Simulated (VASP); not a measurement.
# Hf2H3 (R32) in VASP: a series of runs, part 2 of 2

VASP 6.6.1.

## Step 3: Single point, PBE

This run uses another cell than the first one, of 11.00 Å³/atom.

The input, INCAR:

```
PREC = Accurate
ENCUT = 520
EDIFF = 1E-6
ISMEAR = 0
SIGMA = 0.1
LREAL = False
LASPH = True
NELM = 100
ALGO = Normal
ISIF = 2
LWAVE = False
LCHARG = True
GGA = PE
LELF = True
LVHAR = True
NBANDS = 20
```

The input, KPOINTS:

```
regular mesh
0
Gamma
  6 6 6
```

The input, POSCAR:

```
Hf2H3
1.0
    2.7044204400      1.5613978700      2.1706784600
   -2.7044204400      1.5613978700      2.1706784600
    0.0000000000     -3.1227957400      2.1706784600
Hf H
2 3
Direct
    0.2500000000      0.2500000000      0.2500000000
    0.7500000000      0.7500000000      0.7500000000
    0.5000000000      0.2500000000      0.7500000000
    0.7500000000      0.5000000000      0.2500000000
    0.2500000000      0.7500000000      0.5000000000
```

Potentials or basis: VASP PAW PBE potentials, release 64 (Hf_pv, H).

On the command line:

```console
> cat potpaw_PBE.64/Hf_pv/POTCAR potpaw_PBE.64/H/POTCAR > POTCAR
> mpirun -np 1 vasp_std > vasp.out
```

Run time: 17 s. Hardware: 1 thread of AMD EPYC 9R45 (Zen 5), shared host; peak memory 0.14 GiB.

The run converged. Its results:

```
Free energy            : -31.4020 eV
Pressure               : -10.5 GPa
Largest force          : 0.537 eV/Å
Band gap on the k mesh : zero (an odd number of electrons rules out a gap without spin polarisation)
```

Forces on the atoms (eV/Å):
```
Hf   0.000  0.000  0.537
Hf   0.000  0.000 -0.537
H    0.100 -0.173  0.000
H    0.100  0.173  0.000
H   -0.200  0.000  0.000
```

Stress tensor (GPa, compression positive):
```
-10.54   0.00   0.00
  0.00 -10.54   0.00
  0.00   0.00 -10.29
```

Levels at points of the mesh, in eV from the Fermi level:
| k point | band 9 | band 10 | band 11 | band 12 | band 13 | band 14 | band 15 | band 16 |
| --- | --- | --- | --- | --- | --- | --- | --- | --- |
| (0.00, 0.00, 0.00) | -5.47 | 0.62 | 0.83 | 0.83 | 2.09 | 2.09 | 3.21 | 3.65 |
| (0.50, 0.00, 0.00) | -4.31 | -1.13 | 0.32 | 0.37 | 0.79 | 0.83 | 2.52 | 2.63 |
| (0.50, 0.50, 0.00) | -5.26 | -1.71 | -0.93 | -0.29 | 2.31 | 2.74 | 3.27 | 3.59 |
| (0.50, 0.50, 0.50) | -5.43 | -1.05 | -1.05 | -0.92 | 2.90 | 2.91 | 3.79 | 3.79 |

Caveat: the cell stands under tension; spin-orbit coupling is left out, which moves the levels of the heavy elements.

## Step 4: Relaxation of cell and atoms, PBE

This run uses another cell than the first one, of 11.00 Å³/atom.

The input, INCAR:

```
SYSTEM = Hf2H3
  PREC = Accurate
  ENCUT = 600
  EDIFF = 1E-7
  ISMEAR = 0
  SIGMA = 0.1
  LREAL = .False.
  LASPH = .True.
  NELM = 100
  ALGO = Normal
  ISIF = 3
  LWAVE = .False.
  LCHARG = .False.
  GGA = PE
  IBRION = 2
  NSW = 90
  EDIFFG = -0.04
```

The input, KPOINTS:

```
Automatic mesh
0
Gamma
  6 6 6
  0 0 0
```

POSCAR is that of step 3.

On the command line:

```console
> cat potpaw_PBE.64/Hf_pv/POTCAR potpaw_PBE.64/H/POTCAR > POTCAR
> mpirun -np 1 vasp_std > vasp.out
```

Wall time 69 s (1 thread of AMD EPYC 9R45 (Zen 5), shared host); peak memory 0.16 GiB.

The run converged. Its results:

| Quantity | Value |
| --- | --- |
| Free energy | -31.6037 eV |
| Relaxed volume | 10.10 Å³/atom |
| Relaxed cell | a = 3.697 Å, b = 3.697 Å, c = 3.697 Å, α = 90.61°, β = 90.61°, γ = 90.61° |
| Space group after relaxing (to 0.1 Å) | R32 (No. 155) |
| Energy gained by relaxing | 40.0 meV/atom |
| Ionic steps | 6 |
| Pressure after relaxing | -0.1 GPa |
| Largest force after relaxing | 0.018 eV/Å |
| Band gap on the k mesh | zero (an odd number of electrons rules out a gap without spin polarisation) |

Forces in eV/Å, atoms in the order of the input:
```
Hf   0.000  0.000 -0.011
Hf   0.000  0.000  0.011
H    0.009 -0.015  0.000
H    0.009  0.015  0.000
H   -0.018  0.000  0.000
```

Stress tensor (GPa, compression positive):
```
 0.04  0.00  0.00
 0.00  0.04  0.00
 0.00  0.00 -0.51
```

The path:
```tsv
step	energy change (eV)	largest force (eV/Å)	pressure (GPa)	volume (Å³)
1	0.0000	0.5383	-10.40	55.00
2	-0.1758	0.2427	2.55	49.51
3	-0.1811	0.2337	0.36	50.25
4	-0.1889	0.1755	0.29	50.28
5	-0.1978	0.0235	0.18	50.39
6	-0.1999	0.0176	-0.15	50.52
```

Final structure:
```xyz
5
Lattice="2.6280 1.5173 2.1116 -2.6280 1.5173 2.1116 0.0000 -3.0346 2.1116" Properties=species:S:1:pos:R:3 pbc="T T T"
Hf    0.0000    0.0000    1.6244
Hf    0.0000    0.0000    4.7105
H     0.6840   -1.1848    3.1675
H     0.6840    1.1848    3.1675
H    -1.3681    0.0000    3.1675
```

Levels at points of the mesh, in eV from the Fermi level:
| k point | band 8 | band 9 | band 10 | band 11 | band 12 | band 13 | band 14 | band 15 |
| --- | --- | --- | --- | --- | --- | --- | --- | --- |
| (0.00, 0.00, 0.00) | -5.98 | -5.98 | 0.67 | 0.86 | 0.86 | 2.01 | 2.01 | 3.84 |
| (0.50, 0.00, 0.00) | -6.95 | -4.77 | -1.29 | 0.40 | 0.64 | 0.78 | 0.83 | 2.62 |
| (0.50, 0.50, 0.00) | -6.50 | -5.40 | -1.74 | -1.09 | -0.31 | 2.54 | 3.01 | 3.52 |
| (0.50, 0.50, 0.50) | -5.84 | -5.38 | -1.15 | -1.15 | -1.10 | 3.35 | 3.50 | 4.13 |

Caveat: spin-orbit coupling is left out, which moves the levels of the heavy elements.

## Step 5: Single point, PBE

The input, INCAR:

```
  PREC = Accurate
  ENCUT = 520
  EDIFF = 1E-7
  ISMEAR = 0
  SIGMA = 0.1
  LREAL = F
  LASPH = T
  NELM = 100
  ALGO = Normal
  ISIF = 2
  LWAVE = F
  LCHARG = T
  GGA = PE
  LELF = T
  LVHAR = T
  NBANDS = 20
```

The input, KPOINTS:

```
Automatic mesh
0
Gamma
  12 12 12
```

The input, POSCAR:

```
Hf2H3
1.0
    2.6358480802      1.5218075986      2.1072157643
   -2.6358480802      1.5218075986      2.1072157643
    0.0000000000     -3.0436151972      2.1072157643
Hf H
2 3
Direct
    0.2569217788      0.2569217788      0.2569217788
    0.7430782212      0.7430782212      0.7430782212
    0.5000000000      0.2381323779      0.7618676221
    0.7618676221      0.5000000000      0.2381323779
    0.2381323779      0.7618676221      0.5000000000
```

On the command line:

```console
> cat potpaw_PBE.64/Hf_pv/POTCAR potpaw_PBE.64/H/POTCAR > POTCAR
> mpirun -np 1 vasp_std > vasp.out
```

Wall time 89 s (1 thread of AMD EPYC 9R45 (Zen 5), shared host); peak memory 0.25 GiB.

It converged, with:

```
Free energy            : -31.5973 eV
Pressure               : -0.7 GPa
Largest force          : 0.026 eV/Å
Band gap on the k mesh : zero (an odd number of electrons rules out a gap without spin polarisation)
```

Forces in eV/Å, atoms in the order of the input:
```
Hf   0.000  0.000  0.026
Hf   0.000  0.000 -0.026
H   -0.002  0.003  0.000
H   -0.002 -0.003  0.000
H    0.003  0.000  0.000
```

Levels at points of the mesh, in eV from the Fermi level:
```csv
k point,band 10,band 11,band 12,band 13,band 14,band 15
"(0.00, 0.00, 0.00)",0.63,0.86,0.86,1.99,1.99,3.86
"(0.50, 0.00, 0.00)",-1.30,0.39,0.67,0.76,0.82,2.60
"(0.50, 0.50, 0.00)",-1.76,-1.09,-0.32,2.53,3.01,3.51
"(0.50, 0.50, 0.50)",-1.16,-1.16,-1.10,3.30,3.46,4.09
```

Caveat: spin-orbit coupling is left out, which moves the levels of the heavy elements.

## Step 6: Single point, r2SCAN

POSCAR is that of step 5.

The input, INCAR.step1:

```
SYSTEM = Hf2H3
ALGO = Normal
EDIFF = 1E-4
ENCUT = 520
GGA = PE
ISMEAR = 0
LASPH = .TRUE.
LCHARG = .FALSE.
LREAL = .FALSE.
LWAVE = .TRUE.
NBANDS = 20
NELM = 80
PREC = Accurate
SIGMA = 0.1
```

The input, INCAR.step2:

```
SYSTEM = Hf2H3
ALGO = Normal
EDIFF = 1E-7
ENCUT = 520
ISIF = 2
ISMEAR = 0
ISTART = 1
LASPH = .TRUE.
LCHARG = .FALSE.
LMIXTAU = .TRUE.
LREAL = .FALSE.
LWAVE = .FALSE.
METAGGA = R2SCAN
NBANDS = 20
NELM = 80
PREC = Accurate
SIGMA = 0.1
```

The input, KPOINTS:

```
k-points
0
G
  12 12 12
  0 0 0
```

Potentials or basis: VASP PAW PBE potentials, release 64 (Hf_pv, H).

On the command line:

```console
> cat potpaw_PBE.64/Hf_pv/POTCAR potpaw_PBE.64/H/POTCAR > POTCAR
> cp INCAR.step1 INCAR
> mpirun -np 1 vasp_std > vasp.out
> cp INCAR.step2 INCAR
> mpirun -np 1 vasp_std > vasp.out
```

Wall time 5.2 min (1 thread of AMD EPYC 9R45 (Zen 5), shared host); peak memory 0.26 GiB.

The run converged. Its results:

```yaml
Free_energy: -102.4555 eV
Pressure: -3.0 GPa
Largest_force: 0.084 eV/Å
Band_gap_on_the_k_mesh: zero (an odd number of electrons rules out a gap without spin polarisation)
```

Forces in eV/Å, atoms in the order of the input:
```
Hf   0.000  0.000  0.084
Hf   0.000  0.000 -0.084
H    0.001 -0.002  0.000
H    0.001  0.002  0.000
H   -0.002  0.000  0.000
```

Levels at points of the mesh, in eV from the Fermi level:
| k point | band 8 | band 9 | band 10 | band 11 | band 12 | band 13 | band 14 | band 15 | band 16 | band 17 |
| --- | --- | --- | --- | --- | --- | --- | --- | --- | --- | --- |
| (0.00, 0.00, 0.00) | -6.32 | -6.32 | 0.69 | 0.95 | 0.95 | 2.09 | 2.09 | 3.86 | 4.46 | 4.46 |
| (0.50, 0.00, 0.00) | -7.44 | -5.06 | -1.37 | 0.38 | 0.70 | 0.79 | 0.86 | 2.75 | 3.17 | 3.75 |
| (0.50, 0.50, 0.00) | -6.87 | -5.83 | -2.03 | -1.12 | -0.44 | 2.72 | 3.29 | 3.72 | 4.14 | 4.80 |
| (0.50, 0.50, 0.50) | -6.31 | -5.74 | -1.34 | -1.34 | -1.27 | 3.74 | 3.91 | 4.40 | 4.40 | 4.47 |

Caveat: the cell stands under tension; the PAW data sets were made with another functional, which shifts forces and pressure a little; spin-orbit coupling is left out, which moves the levels of the heavy elements.

## Step 7: Overview

```tsv
task	level	cell	k mesh	cutoff (eV)	gap on the mesh (eV)	pressure (GPa)	largest force (eV/Å)
single point	PBE	a = 3.701 Å, angles 90.7°, 5 atoms, atomic positions A	6 × 6 × 6	520	none	-0.7	0.02
single point	PBE	a = 3.803 Å, angles 90.6°, 5 atoms, atomic positions B	6 × 6 × 6	520	none	-10.5	0.54
relaxation of cell and atoms	PBE	relaxed from a = 3.803 Å, angles 90.6°, 5 atoms, atomic positions B	6 × 6 × 6	600	none	-0.1	0.02
single point	PBE	a = 3.702 Å, angles 90.8°, 5 atoms, atomic positions C	12 × 12 × 12	520	none	-0.7	0.03
single point	r2SCAN	a = 3.702 Å, angles 90.8°, 5 atoms, atomic positions C	12 × 12 × 12	520	none	-3.0	0.08
```

Alike in all rows: potentials or basis VASP PAW PBE potentials, release 64 (Hf_pv, H); no spin polarisation; smearing gaussian 0.1 eV.

Caveats: spin-orbit coupling is left out, which moves the levels of the heavy elements; the cell stands under tension (at least some runs); the PAW data sets were made with another functional, which shifts forces and pressure a little (at least some runs).

Total energies depend on the potentials used, so only differences within one code and one set of settings carry meaning.
